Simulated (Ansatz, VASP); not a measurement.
# KCl in VASP and in Ansatz

```xyz
2
Lattice="0.0000 3.1448 3.0820 3.1448 0.0000 3.0820 3.1448 3.1448 0.0000" Properties=species:S:1:pos:R:3 pbc="T T T"
K     0.0000    0.0000    0.0000
Cl    3.1448    3.1448    3.0820
```

Change from the starting cell: uniaxial_z strain -2.0%.

Alike in both runs: task single point; functional r2SCAN; k mesh 8 × 8 × 8; no spin polarisation.

|  | VASP | Ansatz |
| --- | --- | --- |
| version | VASP 6.6.1 | Ansatz 0.2.0 |
| potentials or method | VASP PAW PBE potentials, release 64 (K_sv, Cl) | plane waves, PAW |
| plane-wave cutoff (eV) | 520 | 500 |
| occupations | gaussian, width 0.01 eV | fixed |
| valence electrons in the cell | 16 | 16 |

```csv
,VASP,Ansatz,Ansatz less VASP
gap on the k mesh at the Fermi level (eV),5.89,5.89,-0.003
pressure (GPa),0.5,0.5,+0.01
"traceless stress, the component that is largest in VASP (GPa)",0.64,0.63,-0.009
```

VASP's potentials were made for PBE, not for r2SCAN.
